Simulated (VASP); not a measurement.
# MgMo (L11 type) in VASP: notebook, part 3 of 4

VASP 6.6.1. The steps go on from the part before.

**4. Electric field gradients, PBEsol (volume scaled by 0.9405)**

Contents of INCAR:

```
  PREC = Accurate
  ENCUT = 520
  EDIFF = 1E-8
  ISMEAR = -1
  SIGMA = 0.03
  LREAL = F
  LASPH = T
  NELM = 80
  ALGO = Normal
  ISIF = 2
  LWAVE = F
  LCHARG = F
  GGA = PS
  LEFG = T
  NBANDS = 15
```

Contents of KPOINTS:

```
Automatic mesh
0
Gamma
  13 13 13
```

Contents of POSCAR:

```
MgMo
1.0
    1.3793569998     -0.7963721351      4.7775338961
    0.0000000000      1.5927442703      4.7775338961
   -1.3793569998     -0.7963721351      4.7775338961
Mg Mo
1 1
Direct
    0.0000000000      0.0000000000      0.0000000000
    0.5000000000      0.5000000000      0.5000000000
```

Potentials or basis: VASP PAW PBE potentials, release 64 (Mg, Mo_sv).

Started as:

```sh
> cat potpaw_PBE.64/Mg/POTCAR potpaw_PBE.64/Mo_sv/POTCAR > POTCAR
> mpirun -np 1 vasp_std > vasp.out
```

OUTCAR:

```text
PREC = Accurate
   ENCUT = 520
   EDIFF = 1E-8
   ISMEAR = -1
   LREAL = F
   LASPH = T
   NELM = 80
   ISIF = 2
   GGA = PS

 ion  position               nearest neighbor table
   1  0.000  0.000  0.000-   2 2.87   2 2.87   2 2.87   2 2.87   2 2.87   2 2.87
   2  0.500  0.500  0.500-   1 2.87   1 2.87   1 2.87   1 2.87   1 2.87   1 2.87

  LATTYP: Found a trigonal (rhomboedric) cell.
 ALAT       =     5.0360365804
 COS(alpha) =     0.8499604994

  Lattice vectors:

 A1 = (   1.3793569998,  -0.7963721351,   4.7775338961)
 A2 = (   0.0000000000,   1.5927442703,   4.7775338961)
 A3 = (  -1.3793569998,  -0.7963721351,   4.7775338961)

Analysis of symmetry for initial positions (statically):
=====================================================================
 Subroutine PRICEL returns:
 Original cell was already a primitive cell.

 Routine SETGRP: Setting up the symmetry group for a
 trigonal (rhombohedral) supercell.

 Subroutine GETGRP returns: Found 12 space group operations
 (whereof 12 operations were pure point group operations)
 out of a pool of 12 trial point group operations.

The static configuration has the point symmetry D_3d.

Analysis of symmetry for dynamics (positions and initial velocities):
=====================================================================
 Subroutine PRICEL returns:
 Original cell was already a primitive cell.

 Routine SETGRP: Setting up the symmetry group for a
 trigonal (rhombohedral) supercell.

 Subroutine GETGRP returns: Found 12 space group operations
 (whereof 12 operations were pure point group operations)
 out of a pool of 12 trial point group operations.

The dynamic configuration has the point symmetry D_3d.

 Subroutine INISYM returns: Found 12 space group operations
 (whereof 12 operations are pure point group operations),
 and found     1 'primitive' translations

----------------------------------------------------------------------------------------

                                     Primitive cell

  volume of cell :      31.4882

  direct lattice vectors                    reciprocal lattice vectors
     1.379357000 -0.796372135  4.777533896     0.362487739 -0.209282394  0.069771003
     0.000000000  1.592744270  4.777533896     0.000000000  0.418564787  0.069771003
    -1.379357000 -0.796372135  4.777533896    -0.362487739 -0.209282394  0.069771003

  length of vectors
     5.036036580  5.036036580  5.036036580     0.424340045  0.424340045  0.424340045

  position of ions in fractional coordinates (direct lattice)
     0.000000000  0.000000000  0.000000000
     0.500000000  0.500000000  0.500000000

  ion indices of the primitive-cell ions
   primitive index   ion index
                 1           1
                 2           2

----------------------------------------------------------------------------------------

 KPOINTS: Automatic mesh

Automatic generation of k-mesh.
 Grid dimensions read from file:
[... 83 lines left out ...]
   IMIX   =      4    mixing-type and parameters
     AMIX     =   0.40;   BMIX     =  1.00
     AMIX_MAG =   1.60;   BMIX_MAG =  1.00
  volume/ion in A,a.u.               =      15.74       106.25
  Fermi-wavevector in a.u.,A,eV,Ry     =   1.306368  2.468678 23.219670  1.706598
  Thomas-Fermi vector in A             =   2.437175
   LORBIT       =      0    0 simple, 1 ext, 2 COOP (PROOUT), +10 PAW based schemes
   GGA     = PS    functional components
   LHFCALC =     F    Hartree Fock is set to
   AEXX    =    0.0000 exact exchange contribution
   IVDW    =     0    specifies the selected vdW correction
   LEPSILON=     F    determine dielectric tensor
   LRPA    =     F    only Hartree local field effects (RPA)
 non-spin polarized calculation
  energy-cutoff  :      520.00
  volume of cell :       31.49
 maximum number of plane-waves:       860
 NGX is ok and might be reduce to    40
   NGX = 19   NGY = 19   NGZ = 19

 number of electron      16.0000001 magnetization

 Free energy of the ion-electron system (eV)
  ---------------------------------------------------
  ext. energy  EPLUGINS =         0.00000000
  ---------------------------------------------------
  free energy    TOTEN  =       -12.46362148 eV

  energy without entropy =      -12.45743233  energy(sigma->0) =      -12.46052691

 E-fermi :   8.1635     XC(G=0): -11.6564

 val. band max:        8.1536679206   @ k =  -0.2308   0.3846   0.2308
 cond. band min:       8.1709122575   @ k =   0.4615   0.3077   0.0000
 fundamental gap:      0.0172443368
 Fermi energy:         8.1635341626

 k-point     1 :       0.0000    0.0000    0.0000
  band No.  band energies     occupation
      1     -52.3690      2.00000
      2     -26.5938      2.00000
      3     -25.7526      2.00000
      4     -25.7526      2.00000
      5       0.4815      2.00000
      6       4.2578      2.00000
      7       7.3284      2.00000
      8       7.9170      1.99946
      9       7.9170      1.99946
     10      10.5579      0.00000
     11      10.5579      0.00000
     12      12.3669      0.00000
     13      22.1625      0.00000
     14      23.4296      0.00000
[... 401 lines left out ...]
      2     -26.8062      2.00000
      3     -26.4047      2.00000
      4     -26.1642      2.00000
      5       4.3295      2.00000
      6       5.2313      2.00000
      7       6.2707      2.00000
      8       7.8870      1.99980
      9       8.4548      0.00012
     10      10.7778      0.00000
     11      12.7436      0.00000
     12      13.7101      0.00000
     13      16.5765      0.00000
     14      18.4124      0.00000
     15      19.9602      0.00000

 [... further k-points ...]

------------------------ aborting loop because EDIFF is reached ----------------------------------------

  FORCE on cell =-STRESS in cart. coord.  units (eV):
  Direction    XX          YY          ZZ          XY          YZ          ZX
  --------------------------------------------------------------------------------------
  -------------------------------------------------------------------------------------
  Total        1.9519281      1.9519281      1.5930933      0.0000000      0.0000000     -0.0000000
  in kB       99.3176965     99.3176965     81.0595205      0.0000000      0.0000000     -0.0000000
  external PRESSURE =      93.2316378 kB  Pullay stress =       0.0000000 kB

 VOLUME and BASIS-vectors are now :
 -----------------------------------------------------------------------------
  energy-cutoff  :      520.00
  volume of cell :       31.49
      direct lattice vectors                 reciprocal lattice vectors
     1.379357000 -0.796372135  4.777533896     0.362487739 -0.209282394  0.069771003
     0.000000000  1.592744270  4.777533896     0.000000000  0.418564787  0.069771003
    -1.379357000 -0.796372135  4.777533896    -0.362487739 -0.209282394  0.069771003

 POSITION                                       TOTAL-FORCE (eV/Angst)
 -----------------------------------------------------------------------------------
      0.00000      0.00000      0.00000        -0.000000      0.000000      0.000000
      0.00000      0.00000      7.16630         0.000000     -0.000000     -0.000000
 -----------------------------------------------------------------------------------
    total drift:                                0.000000      0.000000      0.000000

  FREE ENERGIE OF THE ION-ELECTRON SYSTEM (eV)
  ---------------------------------------------------
  free  energy   TOTEN  =       -12.4636214809 eV

  energy  without entropy=      -12.4574323349  energy(sigma->0) =      -12.46052691

 Electric field gradients (V/A^2)
---------------------------------------------------------------------
 ion       V_xx      V_yy      V_zz      V_xy      V_xz      V_yz
---------------------------------------------------------------------
   1       6.880     6.880   -13.761     0.000     0.000    -0.000
   2     -56.769   -56.769   113.538     0.000    -0.000    -0.000
---------------------------------------------------------------------

 Electric field gradients after diagonalization (V/A^2)
 (convention: |V_zz| > |V_xx| > |V_yy|)
----------------------------------------------------------------------
 ion       V_xx      V_yy      V_zz     asymmetry (V_yy - V_xx)/ V_zz
----------------------------------------------------------------------
   1       6.880     6.880   -13.761       0.000
   2     -56.769   -56.769   113.538       0.000
----------------------------------------------------------------------

           NMR quadrupolar parameters

 Cq : quadrupolar parameter    Cq=e*Q*V_zz/h
 eta: asymmetry parameters     (V_yy - V_xx)/ V_zz
 Q  : nuclear electric quadrupole moment in mb (millibarn)
----------------------------------------------------------------------
 ion       Cq(MHz)       eta       Q (mb)
----------------------------------------------------------------------
   1      -0.033       0.000       1.000
   2       0.275       0.000       1.000
----------------------------------------------------------------------
```

stdout:

```text
POSCAR found type information on POSCAR MgMo
 POSCAR found :  2 types and       2 ions
 scaLAPACK will be used
 -----------------------------------------------------------------------------
|                                                                             |
|                                                                             |
|     You enforced a specific xc type in the INCAR file but a different       |
|     I HOPE YOU KNOW WHAT YOU ARE DOING!                                     |
|                                                                             |
 -----------------------------------------------------------------------------

 LDA part: xc-table for (Slater+PW92), standard interpolation
 POSCAR, INCAR and KPOINTS ok, starting setup
 FFT: planning ... GRIDC
 FFT: planning ... GRID_SOFT
 FFT: planning ... GRID
 WAVECAR not read
 entering main loop
ion   1

ion   2
```

Run time: 2.1 min. Hardware: 1 thread of Intel Xeon 6975P-C (Granite Rapids), shared host; peak memory 0.3 GiB.

What came out:

```yaml
Free_energy: -12.4636 eV
Pressure: 9.3 GPa
Band_gap_on_the_k_mesh: zero (band 8 reaches 9.36 eV, above the bottom of band 9 at 7.58 eV)
```

Stress tensor (GPa, compression positive):
```
9.93 0.00 0.00
0.00 9.93 0.00
0.00 0.00 8.11
```

Levels at points of the mesh, in eV from the Fermi level:
```tsv
k point	band 5	band 6	band 7	band 8	band 9	band 10	band 11	band 12
(0.00, 0.00, 0.00)	-7.68	-3.91	-0.84	-0.25	-0.25	2.39	2.39	4.20
```

Electric field gradients, principal values (V/Å²):
| atom | least | middle | greatest (by size) |
| --- | --- | --- | --- |
| 1 Mg | 6.880 | 6.880 | -13.761 |
| 2 Mo | -56.769 | -56.769 | 113.538 |

Caveat: without QUAD_EFG the Cq values of the log hold for a quadrupole moment of 1 mb, not for the nuclei; the PAW data sets were made with another functional, which shifts forces and pressure a little.

**5. Electric field gradients, PBEsol (volume scaled by 0.9405)**

Contents of INCAR:

```
SYSTEM = MgMo
PREC = Accurate
ENCUT = 520
EDIFF = 1E-8
ISMEAR = -1
SIGMA = 0.03
LREAL = .False.
LASPH = .True.
NELM = 100
ALGO = Normal
ISIF = 2
LWAVE = .False.
LCHARG = .False.
GGA = PS
LEFG = .True.
NBANDS = 15
```

Contents of KPOINTS:

```
regular mesh
0
Gamma
  13 13 13
  0 0 0
```

POSCAR is that of step 4.

Potentials or basis: VASP PAW PBE potentials, release 64 (Mg, Mo_sv).

Started as:

```sh
> cat potpaw_PBE.64/Mg/POTCAR potpaw_PBE.64/Mo_sv/POTCAR > POTCAR
> mpirun -np 1 vasp_std > vasp.out
```

OUTCAR:

```text
SYSTEM = MgMo
   PREC = Accurate
   ENCUT = 520
   EDIFF = 1E-8
   ISMEAR = -1
   LREAL = .False.
   LASPH = .True.
   NELM = 100
   ISIF = 2
   GGA = PS

 ion  position               nearest neighbor table
   1  0.000  0.000  0.000-   2 2.87   2 2.87   2 2.87   2 2.87   2 2.87   2 2.87
   2  0.500  0.500  0.500-   1 2.87   1 2.87   1 2.87   1 2.87   1 2.87   1 2.87

  LATTYP: Found a trigonal (rhomboedric) cell.
 ALAT       =     5.0360365804
 COS(alpha) =     0.8499604994

  Lattice vectors:

 A1 = (   1.3793569998,  -0.7963721351,   4.7775338961)
[... 646 lines left out ...]
  free  energy   TOTEN  =       -12.4636214809 eV

  energy  without entropy=      -12.4574323349  energy(sigma->0) =      -12.46052691

 Electric field gradients (V/A^2)
---------------------------------------------------------------------
 ion       V_xx      V_yy      V_zz      V_xy      V_xz      V_yz
---------------------------------------------------------------------
   1       6.880     6.880   -13.761     0.000     0.000    -0.000
   2     -56.769   -56.769   113.538     0.000    -0.000    -0.000
---------------------------------------------------------------------

 Electric field gradients after diagonalization (V/A^2)
 (convention: |V_zz| > |V_xx| > |V_yy|)
----------------------------------------------------------------------
 ion       V_xx      V_yy      V_zz     asymmetry (V_yy - V_xx)/ V_zz
----------------------------------------------------------------------
   1       6.880     6.880   -13.761       0.000
   2     -56.769   -56.769   113.538       0.000
----------------------------------------------------------------------

           NMR quadrupolar parameters

 Cq : quadrupolar parameter    Cq=e*Q*V_zz/h
 eta: asymmetry parameters     (V_yy - V_xx)/ V_zz
 Q  : nuclear electric quadrupole moment in mb (millibarn)
----------------------------------------------------------------------
 ion       Cq(MHz)       eta       Q (mb)
----------------------------------------------------------------------
   1      -0.033       0.000       1.000
   2       0.275       0.000       1.000
----------------------------------------------------------------------
```

stdout:

```text
POSCAR found type information on POSCAR MgMo
 POSCAR found :  2 types and       2 ions
 scaLAPACK will be used
 -----------------------------------------------------------------------------
|                                                                             |
|                                                                             |
|     You enforced a specific xc type in the INCAR file but a different       |
|     I HOPE YOU KNOW WHAT YOU ARE DOING!                                     |
|                                                                             |
 -----------------------------------------------------------------------------

 LDA part: xc-table for (Slater+PW92), standard interpolation
 POSCAR, INCAR and KPOINTS ok, starting setup
 FFT: planning ... GRIDC
 FFT: planning ... GRID_SOFT
 FFT: planning ... GRID
 WAVECAR not read
 entering main loop
ion   1

ion   2
```

Run time: 2.3 min. Hardware: 1 thread of Intel Xeon 6975P-C (Granite Rapids), shared host; peak memory 0.31 GiB.

What came out:

```
Free energy            : -12.4636 eV
Pressure               : 9.3 GPa
Band gap on the k mesh : zero (band 8 reaches 9.36 eV, above the bottom of band 9 at 7.58 eV)
```

Levels at points of the mesh, in eV from the Fermi level:
```
           k point  band 4  band 5  band 6  band 7  band 8  band 9  band 10  band 11  band 12  band 13
(0.00, 0.00, 0.00)  -33.92   -7.68   -3.91   -0.84   -0.25   -0.25     2.39     2.39     4.20    14.00
```

Electric field gradients, principal values (V/Å²):
```csv
atom,least,middle,greatest (by size)
1 Mg,6.880,6.880,-13.761
2 Mo,-56.769,-56.769,113.538
```

Caveat: without QUAD_EFG the Cq values of the log hold for a quadrupole moment of 1 mb, not for the nuclei; the PAW data sets were made with another functional, which shifts forces and pressure a little.

[end of part 3 of 4]
